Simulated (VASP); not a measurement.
# SnSe (Immm) in VASP: further runs

The runs below take SnSe through single point, with PBEsol.

Program: VASP 6.6.1. These are calculated values, not measurements. Logs are shortened: lines on timing, memory, paths and dates and some standing lists are left out, and cuts for length are marked.

## (1) The cell of the first run

Symmetry: Immm, No. 71, orthorhombic system. The conventional cell has a = 4.221 Å, b = 4.292 Å, c = 6.020 Å, α = 90.00°, β = 90.00°, γ = 90.00°. Sn (site symmetry mmm) has 6 Se at 3.01 Å within 4.0 Å. Within 4.0 Å of Se (site symmetry mmm) lie 6 Sn at 3.01 Å.

## (2) Single point, PBEsol

INCAR

```
SYSTEM = SnSe
ALGO = Normal
EDIFF = 1E-6
ENCUT = 520
GGA = PS
ISIF = 2
ISMEAR = -1
LASPH = .TRUE.
LCHARG = .FALSE.
LREAL = .FALSE.
LWAVE = .FALSE.
NBANDS = 17
NELM = 60
PREC = Accurate
SIGMA = 0.02
```

KPOINTS

```
k-points
0
G
  6 6 6
  0 0 0
```

POSCAR

```
SnSe
1.0
    0.0250833333      3.0100000000      3.0100000000
    3.0100000000      0.0250833333      3.0100000000
    3.0350833333      3.0350833333      0.0000000000
Sn Se
1 1
Direct
    0.0000000000      0.0000000000      0.0000000000
    0.5000000000      0.5000000000      0.5000000000
```

Potentials or basis: VASP PAW PBE potentials, release 64 (Sn_d, Se).

Run with:

```sh
$ cat potpaw_PBE.64/Sn_d/POTCAR potpaw_PBE.64/Se/POTCAR > POTCAR
$ mpirun -np 1 vasp_std > vasp.out
```

OUTCAR:

```text
SYSTEM = SnSe
   EDIFF = 1E-6
   ENCUT = 520
   GGA = PS
   ISIF = 2
   ISMEAR = -1
   LASPH = .TRUE.
   LREAL = .FALSE.
   NELM = 60
   PREC = Accurate

 ion  position               nearest neighbor table
   1  0.000  0.000  0.000-   2 3.01   2 3.01   2 3.01   2 3.01   2 3.01   2 3.01
   2  0.500  0.500  0.500-   1 3.01   1 3.01   1 3.01   1 3.01   1 3.01   1 3.01

  LATTYP: Found a body centered orthorhombic cell.
 ALAT       =     4.2213096326
 B/A-ratio  =     1.0168067227
 C/A-ratio  =     1.4260977099

  Lattice vectors:

 A1 = (   3.0100000000,   0.0250833333,  -3.0100000000)
 A2 = (  -3.0100000000,  -0.0250833333,  -3.0100000000)
 A3 = (   0.0250833333,   3.0100000000,   3.0100000000)

Analysis of symmetry for initial positions (statically):
=====================================================================
 Subroutine PRICEL returns:
 Original cell was already a primitive cell.

 Routine SETGRP: Setting up the symmetry group for a
 body centered orthorhombic supercell.

 Subroutine GETGRP returns: Found  8 space group operations
 (whereof  8 operations were pure point group operations)
 out of a pool of  8 trial point group operations.

The static configuration has the point symmetry D_2h.

Analysis of symmetry for dynamics (positions and initial velocities):
=====================================================================
 Subroutine PRICEL returns:
 Original cell was already a primitive cell.

 Routine SETGRP: Setting up the symmetry group for a
 body centered orthorhombic supercell.

 Subroutine GETGRP returns: Found  8 space group operations
 (whereof  8 operations were pure point group operations)
 out of a pool of  8 trial point group operations.

The dynamic configuration has the point symmetry D_2h.

 Subroutine INISYM returns: Found  8 space group operations
 (whereof  8 operations are pure point group operations),
 and found     1 'primitive' translations

----------------------------------------------------------------------------------------

                                     Primitive cell

  volume of cell :      54.5380

  direct lattice vectors                    reciprocal lattice vectors
     0.025083333  3.010000000  3.010000000    -0.167508864  0.167508864  0.166112957
     3.010000000  0.025083333  3.010000000     0.167508864 -0.167508864  0.166112957
     3.035083333  3.035083333  0.000000000     0.164740122  0.164740122 -0.166112957

  length of vectors
     4.256856725  4.256856725  4.292256013     0.289330181  0.289330181  0.286133064

  position of ions in fractional coordinates (direct lattice)
     0.000000000  0.000000000  0.000000000
     0.500000000  0.500000000  0.500000000

  ion indices of the primitive-cell ions
   primitive index   ion index
                 1           1
                 2           2

----------------------------------------------------------------------------------------

 KPOINTS: k-points

Automatic generation of k-mesh.
 Grid dimensions read from file:
 generate k-points for:    6    6    6

 Generating k-lattice:

  Cartesian coordinates                     Fractional coordinates (reciprocal lattice)
    -0.027918144  0.027918144  0.027685493     0.166666667  0.000000000  0.000000000
     0.027918144 -0.027918144  0.027685493     0.000000000  0.166666667  0.000000000
     0.027456687  0.027456687 -0.027685493     0.000000000  0.000000000  0.166666667

  Length of vectors
     0.048221697  0.048221697  0.047688844

  Shift w.r.t. Gamma in fractional coordinates (k-lattice)
     0.000000000  0.000000000  0.000000000

 Subroutine IBZKPT returns following result:
 ===========================================

 Found     46 irreducible k-points:

 Following reciprocal coordinates:
            Coordinates               Weight
  0.000000  0.000000  0.000000      1.000000
  0.166667 -0.000000  0.000000      4.000000
  0.333333  0.000000  0.000000      4.000000
  0.500000  0.000000  0.000000      2.000000
  0.166667  0.166667  0.000000      2.000000
  0.333333  0.166667  0.000000      4.000000
[... 16 lines left out ...]
 -0.166667  0.333333  0.166667      4.000000
  0.500000  0.500000  0.166667      4.000000
 [... further k-points ...]
   k-points           NKPTS =     46   k-points in BZ     NKDIM =     46   number of bands    NBANDS=     17
   number of dos      NEDOS =    301   number of ions     NIONS =      2
   total plane-waves  NPLWV =  32768
   dimension x,y,z NGX =    32 NGY =   32 NGZ =   32
   dimension x,y,z NGXF=    64 NGYF=   64 NGZF=   64
   ions per type =               1   1
   NGX,Y,Z   is equivalent  to a cutoff of  12.50, 12.50, 12.39 a.u.
   NGXF,Y,Z  is equivalent  to a cutoff of  24.99, 24.99, 24.79 a.u.
 SYSTEM =  SnSe
   PREC   = accura    normal or accurate (medium, high low for compatibility)
   ISTART =      0    job   : 0-new  1-cont  2-samecut
   ICHARG =      2    charge: 1-file 2-atom 10-const
   ISPIN  =      1    spin polarized calculation?
   LNONCOLLINEAR =      F non collinear calculations
   LSORBIT =      F    spin-orbit coupling
   LASPH  =      T    aspherical Exc in radial PAW
   ENCUT  =  520.0 eV  38.22 Ry    6.18 a.u.   7.91  7.91  7.98*2*pi/ulx,y,z
   NELM   =     60;   NELMIN=  2; NELMDL= -5     # of ELM steps
   EDIFF  = 0.1E-05   stopping-criterion for ELM
   LREAL  =      F    real-space projection
   EDIFFG = 0.1E-04   stopping-criterion for IOM
   NSW    =      0    number of steps for IOM
   IBRION =     -1    ionic relax: 0-MD 1-quasi-New 2-CG
   NFREE  =      0    steps in history (QN), initial steepest desc. (CG)
   ISIF   =      2    stress and relaxation
   ISYM   =      2    0-nonsym 1-usesym 2-fastsym
   POTIM  = 0.5000    time-step for ionic-motion
   TEBEG  =    0.0;   TEEND  =   0.0 temperature during run
   PSTRESS=    0.0 pullay stress
   NELECT =      20.0000    total number of electrons
   NUPDOWN=      -1.0000    fix difference up-down
   EMIN   =  10.00;   EMAX   =-10.00  energy-range for DOS
   EFERMI =   0.00;   METHOD = LEGACY
   ISMEAR =    -1;   SIGMA  =   0.02  broadening in eV -4-tet -1-fermi 0-gaus
   EFERMI_NEDOS =   21; number of points for ismear=-14 and -15
   IALGO  =     38    algorithm
   IMIX   =      4    mixing-type and parameters
     AMIX     =   0.40;   BMIX     =  1.00
     AMIX_MAG =   1.60;   BMIX_MAG =  1.00
  volume/ion in A,a.u.               =      27.27       184.02
  Fermi-wavevector in a.u.,A,eV,Ry     =   1.171795  2.214372 18.682215  1.373104
  Thomas-Fermi vector in A             =   2.308234
   LORBIT       =      0    0 simple, 1 ext, 2 COOP (PROOUT), +10 PAW based schemes
   GGA     = PS    functional components
   LHFCALC =     F    Hartree Fock is set to
   AEXX    =    0.0000 exact exchange contribution
   IVDW    =     0    specifies the selected vdW correction
   LEPSILON=     F    determine dielectric tensor
   LRPA    =     F    only Hartree local field effects (RPA)
 non-spin polarized calculation
  energy-cutoff  :      520.00
  volume of cell :       54.54
 maximum number of plane-waves:      1480
   NGX = 15   NGY = 15   NGZ = 15

 number of electron      20.0000005 magnetization

 Free energy of the ion-electron system (eV)
  ---------------------------------------------------
  ext. energy  EPLUGINS =         0.00000000
  ---------------------------------------------------
  free energy    TOTEN  =        -8.99186560 eV

  energy without entropy =       -8.99186559  energy(sigma->0) =       -8.99186560

 E-fermi :   5.6721     XC(G=0):  -9.7821

 val. band max:        5.3895769792   @ k =   0.0000   0.0000   0.5000
 cond. band min:       5.9544364759   @ k =   0.5000   0.0000   0.0000
 fundamental gap:      0.5648594967
 Fermi energy:         5.6720961433

 k-point     1 :       0.0000    0.0000    0.0000
  band No.  band energies     occupation
      1     -16.0523      2.00000
      2     -16.0511      2.00000
      3     -16.0506      2.00000
      4     -16.0505      2.00000
      5     -16.0492      2.00000
      6      -8.4515      2.00000
[... 9 lines left out ...]
     16      11.3565      0.00000
     17      13.5234      0.00000

 k-point     2 :       0.1667   -0.0000    0.0000
  band No.  band energies     occupation
      1     -16.0527      2.00000
      2     -16.0522      2.00000
      3     -16.0501      2.00000
      4     -16.0482      2.00000
      5     -16.0472      2.00000
      6      -8.2581      2.00000
[... 9 lines left out ...]
     16      11.9282      0.00000
     17      15.2526      0.00000

 k-point     3 :       0.3333    0.0000    0.0000
  band No.  band energies     occupation
      1     -16.0571      2.00000
      2     -16.0559      2.00000
      3     -16.0492      2.00000
      4     -16.0412      2.00000
      5     -16.0405      2.00000
      6      -7.7952      2.00000
[... 9 lines left out ...]
     16      13.6058      0.00000
     17      17.2160      0.00000

 k-point     4 :       0.5000    0.0000    0.0000
  band No.  band energies     occupation
      1     -16.0593      2.00000
      2     -16.0579      2.00000
      3     -16.0488      2.00000
      4     -16.0376      2.00000
      5     -16.0371      2.00000
      6      -7.5038      2.00000
[... 9 lines left out ...]
     16      15.5411      0.00000
     17      15.8338      0.00000
[... 343 lines left out ...]
      1     -16.0671      2.00000
      2     -16.0518      2.00000
      3     -16.0454      2.00000
      4     -16.0437      2.00000
      5     -16.0349      2.00000
      6      -7.2828      2.00000
[... 9 lines left out ...]
     16      16.7455      0.00000
     17      16.8173      0.00000

 k-point    23 :      -0.1667    0.3333    0.1667
  band No.  band energies     occupation
      1     -16.0659      2.00000
      2     -16.0508      2.00000
      3     -16.0504      2.00000
      4     -16.0391      2.00000
      5     -16.0376      2.00000
      6      -7.4747      2.00000
[... 9 lines left out ...]
     16      15.2413      0.00000
     17      15.9033      0.00000

 k-point    24 :       0.5000    0.5000    0.1667
  band No.  band energies     occupation
      1     -16.0740      2.00000
      2     -16.0541      2.00000
      3     -16.0461      2.00000
      4     -16.0353      2.00000
      5     -16.0353      2.00000
      6      -7.3168      2.00000
[... 9 lines left out ...]
     16      16.5116      0.00000
     17      16.8676      0.00000

 [... further k-points ...]
[... 5 lines left out ...]
  --------------------------------------------------------------------------------------
  -------------------------------------------------------------------------------------
  Total       -0.7663818     -0.7663818     -0.7680911     -0.1058193      0.0000000      0.0000000
  in kB      -22.5141949    -22.5141949    -22.5644117     -3.1086812      0.0000000      0.0000000
  external PRESSURE =     -22.5309339 kB  Pullay stress =       0.0000000 kB

 VOLUME and BASIS-vectors are now :
 -----------------------------------------------------------------------------
  energy-cutoff  :      520.00
  volume of cell :       54.54
      direct lattice vectors                 reciprocal lattice vectors
     0.025083333  3.010000000  3.010000000    -0.167508864  0.167508864  0.166112957
     3.010000000  0.025083333  3.010000000     0.167508864 -0.167508864  0.166112957
     3.035083333  3.035083333  0.000000000     0.164740122  0.164740122 -0.166112957

 POSITION                                       TOTAL-FORCE (eV/Angst)
 -----------------------------------------------------------------------------------
      0.00000      0.00000      0.00000        -0.000000      0.000000     -0.000000
      3.03508      3.03508      3.01000         0.000000     -0.000000      0.000000
 -----------------------------------------------------------------------------------
    total drift:                                0.000000     -0.000000     -0.000000

  FREE ENERGIE OF THE ION-ELECTRON SYSTEM (eV)
  ---------------------------------------------------
  free  energy   TOTEN  =        -8.9918656024 eV

  energy  without entropy=       -8.9918655940  energy(sigma->0) =       -8.99186560
```

Wall time 16 s (1 thread of AMD EPYC 9R45 (Zen 5), shared host); peak memory 0.17 GiB.

What came out:

```
Free energy            : -8.9919 eV
Pressure               : -2.3 GPa
Band gap on the k mesh : 0.56 eV, indirect (least direct gap 0.65 eV)
```

Caveat: the PAW data sets were made with another functional, which shifts forces and pressure a little; spin-orbit coupling is left out, which moves the levels of the heavy elements.

## (3) Single point, PBEsol

INCAR

```
SYSTEM = SnSe
ALGO = Normal ; EDIFF = 1E-6
ENCUT = 520 ; GGA = PS
ISIF = 2 ; ISMEAR = -1
LASPH = .True. ; LCHARG = .False.
LREAL = .False. ; LWAVE = .False.
NBANDS = 17 ; NELM = 100
PREC = Accurate ; SIGMA = 0.02
```

KPOINTS

```
k-points
0
Gamma
  6 6 6
  0 0 0
```

POSCAR

```
SnSe
1.0
    0.0501666667      3.0100000000      3.0100000000
    3.0100000000      0.0501666667      3.0100000000
    3.0601666667      3.0601666667      0.0000000000
Sn Se
1 1
Direct
    0.0000000000      0.0000000000      0.0000000000
    0.5000000000      0.5000000000      0.5000000000
```

Potentials or basis: VASP PAW PBE potentials, release 64 (Sn_d, Se).

Run with:

```sh
$ cat potpaw_PBE.64/Sn_d/POTCAR potpaw_PBE.64/Se/POTCAR > POTCAR
$ mpirun -np 1 vasp_std > vasp.out
```

It took 16 s on 1 thread of AMD EPYC 9R45 (Zen 5), shared host; peak memory 0.17 GiB.

The run converged. Its results:

```
Free energy            : -8.9894 eV
Pressure               : -2.3 GPa
Band gap on the k mesh : 0.49 eV, indirect (least direct gap 0.65 eV)
```

Stress tensor (GPa, compression positive):
```
-2.25 -0.62  0.00
-0.62 -2.25  0.00
 0.00  0.00 -2.27
```

Levels at points of the mesh, in eV from the valence-band top:
```csv
k point,band 8,band 9,band 10,band 11,band 12,band 13
"(0.00, 0.00, 0.00)",-2.31,-2.18,-2.03,4.28,4.30,4.34
"(0.50, 0.00, 0.00)",-2.02,-1.94,-0.16,0.49,1.09,1.20
"(0.50, 0.50, 0.00)",-5.49,-3.80,-3.46,2.95,5.30,5.38
"(0.00, 0.00, 0.50)",-1.92,-1.83,0.00,0.66,1.27,1.38
"(0.50, 0.00, 0.50)",-5.49,-3.64,-3.63,2.94,5.27,5.34
```

Caveat: the PAW data sets were made with another functional, which shifts forces and pressure a little; spin-orbit coupling is left out, which moves the levels of the heavy elements.

(Continued in part 2 of 2.)
